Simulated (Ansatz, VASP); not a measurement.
One calculation of Fe, two programs

```
Fe
1.0
     0.00000    2.12782    2.12782
     2.12782    0.00000    2.12782
     2.12782    2.12782    0.00000
Fe
1
Direct
  0.00000 0.00000 0.00000
```

Alike in both runs: task single point; functional PBEsol; k mesh 8 × 8 × 8; occupations gaussian, width 0.1 eV; collinear spin.

|  | VASP | Ansatz |
| --- | --- | --- |
| version | VASP 6.6.1 | Ansatz 0.2.0 |
| potentials or method | VASP PAW PBE potentials, release 64 (Fe), cutoff 520 eV | scalar-relativistic, plane waves, PAW |
| valence electrons in the cell | 8 | 16 |

Ansatz gave:

* gap on the k mesh at the Fermi level (eV): none
* net moment per atom (μB): 3.09
* size of the moment on the site where the two differ most (μB): 3.17

Question: Which values does VASP return?

Answer: gap on the k mesh at the Fermi level (eV): none; net moment per atom (μB): 3.06; size of the moment on the site where the two differ most (μB): 3.11.

VASP's potentials were made for PBE, not for PBEsol. Site moments also hang on the region over which each program counts them. A gap of «none» marks a metal or a gap that the smearing closes. VASP's potentials hold 8 valence electrons a cell and Ansatz's 16, so a difference there can come from the potentials and not from the codes.
